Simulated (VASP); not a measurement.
# Pt (P6_3/mmc) in VASP: further runs

The runs below take Pt through single point, with LDA.

All numbers are computed with VASP 6.6.1; they aren't measurements. Logs are shortened: lines on timing, memory, paths and dates and some standing lists are left out, and cuts for length are marked.

## Step 1: The cell of the first run

Symmetry: P6_3/mmc, No. 194, hexagonal system. The conventional cell has a = 2.580 Å, b = 2.580 Å, c = 4.456 Å, α = 90.00°, β = 90.00°, γ = 120.00°. Pt (site symmetry -6m2) has 12 Pt at 2.58 to 2.68 Å within 3.4 Å.

## Step 2: Single point, LDA, collinear spin, ferromagnetic start

Input file INCAR:

```
PREC     = Accurate       # precision mode
ENCUT    = 520            # plane-wave cutoff, eV
EDIFF    = 1E-7           # SCF threshold, eV
ISMEAR   = 0              # smearing method
SIGMA    = 0.15           # smearing width, eV
LREAL    = False          # projectors in reciprocal space
LASPH    = True           # aspherical terms in the spheres
NELM     = 150            # most SCF steps
ALGO     = Fast           # electronic algorithm
ISIF     = 2              # what is computed and relaxed
LWAVE    = False          # write WAVECAR
LCHARG   = False          # write CHGCAR
ISPIN    = 2              # spin polarisation
MAGMOM   = 0.2 0.2        # initial moments
LORBIT   = 11             # projections on sites
NUPDOWN  = 0.4            # fixed moment
LMAXMIX  = 4              # l up to which the mixer works
NBANDS   = 21             # bands
```

Input file KPOINTS:

```
Automatic mesh
0
Gamma
  21 21 10
```

Input file POSCAR:

```
Pt
1.0
    2.5804946569      0.0000000000      0.0000000000
   -1.2902473284      2.2347739272      0.0000000000
    0.0000000000      0.0000000000      4.4558335951
Pt
2
Direct
    0.6666666667      0.3333333333      0.7500000000
    0.3333333333      0.6666666667      0.2500000000
```

Potentials or basis: VASP PAW LDA potentials, release 64 (Pt).

Run with:

```bash
cat potpaw_LDA.64/Pt/POTCAR > POTCAR
mpirun -np 1 vasp_std > vasp.out
```

OUTCAR:

```text
PREC = Accurate
   ENCUT = 520
   EDIFF = 1E-7
   ISMEAR = 0
   LREAL = False
   LASPH = True
   NELM = 150
   ISIF = 2
   ISPIN = 2
   LORBIT = 11
   NUPDOWN = 0.4

 ion  position               nearest neighbor table
   1  0.667  0.333  0.750-   2 2.68   2 2.68   2 2.68   2 2.68   2 2.68   2 2.68
   2  0.333  0.667  0.250-   1 2.68   1 2.68   1 2.68   1 2.68   1 2.68   1 2.68

  LATTYP: Found a hexagonal cell.
 ALAT       =     2.5804946569
 C/A-ratio  =     1.7267362221

  Lattice vectors:

 A1 = (   2.5804946569,   0.0000000000,   0.0000000000)
 A2 = (  -1.2902473284,   2.2347739272,   0.0000000000)
 A3 = (   0.0000000000,   0.0000000000,   4.4558335951)

Analysis of symmetry for initial positions (statically):
=====================================================================
 Subroutine PRICEL returns:
 Original cell was already a primitive cell.

 Routine SETGRP: Setting up the symmetry group for a
 hexagonal supercell.

 Subroutine GETGRP returns: Found 24 space group operations
 (whereof 12 operations were pure point group operations)
 out of a pool of 24 trial point group operations.

The static configuration has the point symmetry D_3d.
 The point group associated with its full space group is D_6h.

Analysis of symmetry for dynamics (positions and initial velocities):
=====================================================================
 Subroutine PRICEL returns:
 Original cell was already a primitive cell.

 Routine SETGRP: Setting up the symmetry group for a
 hexagonal supercell.

 Subroutine GETGRP returns: Found 24 space group operations
 (whereof 12 operations were pure point group operations)
 out of a pool of 24 trial point group operations.

The dynamic configuration has the point symmetry D_3d.
 The point group associated with its full space group is D_6h.

Analysis of structural, dynamic, and magnetic symmetry:
=====================================================================
 Subroutine PRICEL returns:
 Original cell was already a primitive cell.

 Routine SETGRP: Setting up the symmetry group for a
 hexagonal supercell.

 Subroutine GETGRP returns: Found 24 space group operations
 (whereof 12 operations were pure point group operations)
 out of a pool of 24 trial point group operations.

The overall configuration has the point symmetry D_3d.
 The point group associated with its full space group is D_6h.

 Subroutine INISYM returns: Found 24 space group operations
 (whereof 12 operations are pure point group operations),
 and found     1 'primitive' translations

----------------------------------------------------------------------------------------

                                     Primitive cell

  volume of cell :      25.6960

  direct lattice vectors                    reciprocal lattice vectors
     2.580494657  0.000000000  0.000000000     0.387522600  0.223736278  0.000000000
    -1.290247328  2.234773927  0.000000000     0.000000000  0.447472555  0.000000000
     0.000000000  0.000000000  4.455833595     0.000000000  0.000000000  0.224424898

  length of vectors
     2.580494657  2.580494657  4.455833595     0.447472555  0.447472555  0.224424898

  position of ions in fractional coordinates (direct lattice)
     0.666666667  0.333333333  0.750000000
     0.333333333  0.666666667  0.250000000

  ion indices of the primitive-cell ions
   primitive index   ion index
                 1           1
                 2           2

----------------------------------------------------------------------------------------

 KPOINTS: Automatic mesh

Automatic generation of k-mesh.
 Grid dimensions read from file:
 generate k-points for:   21   21   10

 Generating k-lattice:

  Cartesian coordinates                     Fractional coordinates (reciprocal lattice)
     0.018453457  0.010654108  0.000000000     0.047619048 -0.000000000  0.000000000
     0.000000000  0.021308217  0.000000000     0.000000000  0.047619048  0.000000000
     0.000000000  0.000000000  0.022442490     0.000000000  0.000000000  0.100000000

  Length of vectors
     0.021308217  0.021308217  0.022442490

  Shift w.r.t. Gamma in fractional coordinates (k-lattice)
     0.000000000  0.000000000  0.000000000

 Subroutine IBZKPT returns following result:
 ===========================================

 Found    288 irreducible k-points:

 Following reciprocal coordinates:
            Coordinates               Weight
  0.000000  0.000000  0.000000      1.000000
  0.047619  0.000000  0.000000      6.000000
  0.095238  0.000000  0.000000      6.000000
  0.142857  0.000000  0.000000      6.000000
  0.190476  0.000000  0.000000      6.000000
  0.238095 -0.000000  0.000000      6.000000
[... 16 lines left out ...]
  0.142857  0.095238  0.000000     12.000000
  0.190476  0.095238  0.000000     12.000000
 [... further k-points ...]
   k-points           NKPTS =    288   k-points in BZ     NKDIM =    288   number of bands    NBANDS=     21
   number of dos      NEDOS =    301   number of ions     NIONS =      2
   total plane-waves  NPLWV =  14400
   dimension x,y,z NGX =    20 NGY =   20 NGZ =   36
   dimension x,y,z NGXF=    40 NGYF=   40 NGZF=   72
   ions per type =               2
   NGX,Y,Z   is equivalent  to a cutoff of  12.88, 12.88, 13.43 a.u.
   NGXF,Y,Z  is equivalent  to a cutoff of  25.77, 25.77, 26.86 a.u.
 SYSTEM =  unknown system
   PREC   = accura    normal or accurate (medium, high low for compatibility)
   ISTART =      0    job   : 0-new  1-cont  2-samecut
   ICHARG =      2    charge: 1-file 2-atom 10-const
   ISPIN  =      2    spin polarized calculation?
   LNONCOLLINEAR =      F non collinear calculations
   LSORBIT =      F    spin-orbit coupling
   LASPH  =      T    aspherical Exc in radial PAW
   ENCUT  =  520.0 eV  38.22 Ry    6.18 a.u.   4.80  4.80  8.28*2*pi/ulx,y,z
   NELM   =    150;   NELMIN=  2; NELMDL= -5     # of ELM steps
   EDIFF  = 0.1E-06   stopping-criterion for ELM
   LREAL  =      F    real-space projection
   EDIFFG = 0.1E-05   stopping-criterion for IOM
   NSW    =      0    number of steps for IOM
   IBRION =     -1    ionic relax: 0-MD 1-quasi-New 2-CG
   NFREE  =      0    steps in history (QN), initial steepest desc. (CG)
   ISIF   =      2    stress and relaxation
   ISYM   =      2    0-nonsym 1-usesym 2-fastsym
   POTIM  = 0.5000    time-step for ionic-motion
   TEBEG  =    0.0;   TEEND  =   0.0 temperature during run
   PSTRESS=    0.0 pullay stress
   NELECT =      20.0000    total number of electrons
   NUPDOWN=       0.4000    fix difference up-down
   EMIN   =  10.00;   EMAX   =-10.00  energy-range for DOS
   EFERMI =   0.00;   METHOD = LEGACY
   ISMEAR =     0;   SIGMA  =   0.15  broadening in eV -4-tet -1-fermi 0-gaus
   EFERMI_NEDOS =   21; number of points for ismear=-14 and -15
   IALGO  =     68    algorithm
   IMIX   =      4    mixing-type and parameters
     AMIX     =   0.40;   BMIX     =  1.00
     AMIX_MAG =   1.60;   BMIX_MAG =  1.00
  volume/ion in A,a.u.               =      12.85        86.70
  Fermi-wavevector in a.u.,A,eV,Ry     =   1.505901  2.845740 30.854432  2.267737
  Thomas-Fermi vector in A             =   2.616689
   LORBIT       =     11    0 simple, 1 ext, 2 COOP (PROOUT), +10 PAW based schemes
   GGA     = CA    functional components
   LHFCALC =     F    Hartree Fock is set to
   AEXX    =    0.0000 exact exchange contribution
   IVDW    =     0    specifies the selected vdW correction
   LEPSILON=     F    determine dielectric tensor
   LRPA    =     F    only Hartree local field effects (RPA)
 spin polarized calculation
 RMM-DIIS sequential band-by-band and
 Gauss-broadening in eV      SIGMA  =   0.15
  energy-cutoff  :      520.00
  volume of cell :       25.70
 maximum number of plane-waves:       713
 NGX is ok and might be reduce to    20
   NGX =  9   NGY =  9   NGZ = 17

 number of electron      20.0000001 magnetization       0.4000000

 Free energy of the ion-electron system (eV)
  ---------------------------------------------------
  ext. energy  EPLUGINS =         0.00000000
  ---------------------------------------------------
  free energy    TOTEN  =       -14.15569186 eV

  energy without entropy =      -14.12540200  energy(sigma->0) =      -14.14054693

 E-fermi :  14.4528     XC(G=0): -14.6277

 val. band max:       14.6132506703   @ k =   0.4762   0.0476   0.4000
 cond. band min:      14.4543469776   @ k =   0.2381   0.0952   0.0000
 fundamental gap:     -0.1589036927
 Fermi energy:        14.6159419103

 spin component 1

 k-point     1 :       0.0000    0.0000    0.0000
  band No.  band energies     occupation
      1       2.3598      1.00000
      2       5.1192      1.00000
      3       8.9835      1.00000
      4       9.6816      1.00000
      5       9.6816      1.00000
      6      10.2184      1.00000
[... 13 lines left out ...]
     20      37.6356      0.00000
     21      39.2600      0.00000

 k-point     2 :       0.0476    0.0000    0.0000
  band No.  band energies     occupation
      1       2.4615      1.00000
      2       5.2153      1.00000
      3       8.9743      1.00000
      4       9.6699      1.00000
      5       9.7665      1.00000
      6      10.1578      1.00000
[... 13 lines left out ...]
     20      37.6979      0.00000
     21      40.5057      0.00000
[... 487 lines left out ...]
      5       9.4131      1.00000
      6      10.2500      1.00000
[... 13 lines left out ...]
     20      38.3556      0.00000
     21      40.2217      0.00000

 k-point    24 :       0.1905    0.0952    0.0000
  band No.  band energies     occupation
      1       4.7765      1.00000
      2       6.8444      1.00000
      3       8.2871      1.00000
      4       8.4751      1.00000
      5       9.2553      1.00000
      6      10.1919      1.00000
[... 13 lines left out ...]
     20      37.7004      0.00000
     21      39.0696      0.00000

 [... further k-points ...]

 spin component 2

 k-point     1 :       0.0000    0.0000    0.0000
  band No.  band energies     occupation
      1       2.4072      1.00000
      2       5.1998      1.00000
      3       9.0998      1.00000
      4       9.7886      1.00000
      5       9.7886      1.00000
      6      10.3280      1.00000
[... 13 lines left out ...]
     20      37.7008      0.00000
     21      39.3000      0.00000

 k-point     2 :       0.0476    0.0000    0.0000
  band No.  band energies     occupation
      1       2.5089      1.00000
      2       5.2962      1.00000
      3       9.0894      1.00000
      4       9.7777      1.00000
      5       9.8737      1.00000
      6      10.2669      1.00000
[... 13 lines left out ...]
     20      37.7528      0.00000
     21      40.5515      0.00000
[... 487 lines left out ...]
      5       9.5161      1.00000
      6      10.3659      1.00000
[... 13 lines left out ...]
     20      38.4171      0.00000
     21      40.2770      0.00000

 k-point    24 :       0.1905    0.0952    0.0000
  band No.  band energies     occupation
      1       4.8279      1.00000
      2       6.9345      1.00000
      3       8.3829      1.00000
      4       8.5600      1.00000
      5       9.3570      1.00000
      6      10.2972      1.00000
[... 13 lines left out ...]
     20      37.7595      0.00000
     21      39.1361      0.00000

 [... further k-points ...]

------------------------ aborting loop because EDIFF is reached ----------------------------------------

  FORCE on cell =-STRESS in cart. coord.  units (eV):
  Direction    XX          YY          ZZ          XY          YZ          ZX
  --------------------------------------------------------------------------------------
  -------------------------------------------------------------------------------------
  Total       11.1723659     11.1723659      9.5705303      0.0000000      0.0000000      0.0000000
  in kB      696.6108075    696.6108075    596.7343815      0.0000000      0.0000000      0.0000000
  external PRESSURE =     663.3186655 kB  Pullay stress =       0.0000000 kB

 VOLUME and BASIS-vectors are now :
 -----------------------------------------------------------------------------
  energy-cutoff  :      520.00
  volume of cell :       25.70
      direct lattice vectors                 reciprocal lattice vectors
     2.580494657  0.000000000  0.000000000     0.387522600  0.223736278  0.000000000
    -1.290247328  2.234773927  0.000000000     0.000000000  0.447472555  0.000000000
     0.000000000  0.000000000  4.455833595     0.000000000  0.000000000  0.224424898

 POSITION                                       TOTAL-FORCE (eV/Angst)
 -----------------------------------------------------------------------------------
      1.29025      0.74492      3.34188         0.000000      0.000000     -0.000000
     -0.00000      1.48985      1.11396        -0.000000      0.000000      0.000000
 -----------------------------------------------------------------------------------
    total drift:                               -0.000000      0.000000     -0.000000

  FREE ENERGIE OF THE ION-ELECTRON SYSTEM (eV)
  ---------------------------------------------------
  free  energy   TOTEN  =       -14.1556918606 eV

  energy  without entropy=      -14.1254019992  energy(sigma->0) =      -14.14054693

 total charge

# of ion       s       p       d       tot
------------------------------------------
    1        0.742   0.846   8.246   9.833
    2        0.742   0.846   8.246   9.833
--------------------------------------------------
tot          1.483   1.691  16.492  19.667

 magnetization (x)

# of ion       s       p       d       tot
------------------------------------------
    1        0.002   0.002   0.191   0.195
    2        0.002   0.002   0.191   0.195
--------------------------------------------------
tot          0.004   0.003   0.383   0.389
```

Run time: 2.8 min. Hardware: 1 thread of Intel Xeon 6975P-C (Granite Rapids), shared host; peak memory 0.3 GiB.

What came out:

```
Free energy                                           : -14.1557 eV
Pressure                                              : 66.3 GPa
Net moment                                            : 0.40 μB per cell
Site moments                                          : Pt +0.20 μB
Valence electrons inside the program's atomic spheres : Pt 9.83
```

Caveat: spin-orbit coupling is left out, which moves the levels of the heavy elements; the total moment is fixed, so each spin has its own Fermi level.

## Step 3: Single point, LDA, collinear spin, ferromagnetic start

Input file INCAR:

```
  ALGO = Fast
  EDIFF = 1E-7
  ENCUT = 520
  ISIF = 2
  ISMEAR = 0
  ISPIN = 2
  LASPH = T
  LCHARG = T
  LELF = T
  LMAXMIX = 4
  LORBIT = 11
  LREAL = F
  LVHAR = T
  LWAVE = F
  MAGMOM = 0.45 0.45
  NBANDS = 21
  NELM = 150
  NUPDOWN = 0.9
  PREC = Accurate
  SIGMA = 0.15
```

Input file KPOINTS:

```
k-points
0
Gamma
  21 21 10
```

POSCAR is that of step 2.

Potentials or basis: VASP PAW LDA potentials, release 64 (Pt).

Run with:

```bash
cat potpaw_LDA.64/Pt/POTCAR > POTCAR
mpirun -np 1 vasp_std > vasp.out
```

It took 2.8 min on 1 thread of Intel Xeon 6975P-C (Granite Rapids), shared host; peak memory 0.3 GiB.

Results (log left out):

| Item | Value |
| --- | --- |
| Free energy | -14.0836 eV |
| Pressure | 67.6 GPa |
| Net moment | 0.90 μB per cell |
| Site moments | Pt +0.44 μB |
| Valence electrons inside the program's atomic spheres | Pt 9.83 |

Stress tensor (GPa, compression positive):
```
72.26  0.00  0.00
 0.00 72.26  0.00
 0.00  0.00 58.28
```

Caveat: spin-orbit coupling is left out, which moves the levels of the heavy elements; the total moment is fixed, so each spin has its own Fermi level.

## Step 4: Single point, LDA, collinear spin, ferromagnetic start

This run uses another cell than the first one, of 17.53 Å³/atom, 1.364 times its volume.

Input file INCAR:

```
SYSTEM = Pt
PREC     = Accurate       ! precision mode
ENCUT    = 520            ! plane-wave cutoff, eV
EDIFF    = 1E-6           ! SCF threshold, eV
ISMEAR   = 0              ! smearing method
SIGMA    = 0.15           ! smearing width, eV
LREAL    = .FALSE.        ! projectors in reciprocal space
LASPH    = .TRUE.         ! aspherical terms in the spheres
NELM     = 150            ! most SCF steps
ALGO     = Normal         ! electronic algorithm
ISIF     = 2              ! what is computed and relaxed
LWAVE    = .FALSE.        ! write WAVECAR
LCHARG   = .FALSE.        ! write CHGCAR
ISPIN    = 2              ! spin polarisation
MAGMOM   = 0.15 0.15      ! initial moments
LORBIT   = 11             ! projections on sites
NUPDOWN  = 0.3            ! fixed moment
LMAXMIX  = 4              ! l up to which the mixer works
NBANDS   = 21             ! bands
```

Input file KPOINTS:

```
regular mesh
0
G
  21 21 10
  0 0 0
```

Input file POSCAR:

```
Pt
1.0
    2.8619386323      0.0000000000      0.0000000000
   -1.4309693161      2.4785115596      0.0000000000
    0.0000000000      0.0000000000      4.9418131020
Pt
2
Direct
    0.6666666667      0.3333333333      0.7500000000
    0.3333333333      0.6666666667      0.2500000000
```

Run with:

```bash
cat potpaw_LDA.64/Pt/POTCAR > POTCAR
mpirun -np 1 vasp_std > vasp.out
```

Wall time 3 min (1 thread of Intel Xeon Platinum 8259CL at 2.50GHz (Skylake/Cascade Lake), shared host); peak memory 0.38 GiB.

Results (log left out):

| Item | Value |
| --- | --- |
| Free energy | -14.2858 eV |
| Pressure | -31.3 GPa |
| Net moment | 0.30 μB per cell |
| Site moments | Pt +0.15 μB |
| Valence electrons inside the program's atomic spheres | Pt 8.97 |

Stress tensor (GPa, compression positive):
```
-32.27   0.00   0.00
  0.00 -32.27   0.00
  0.00   0.00 -29.49
```

Caveat: spin-orbit coupling is left out, which moves the levels of the heavy elements; the total moment is fixed, so each spin has its own Fermi level.

[end of part 1 of 2]
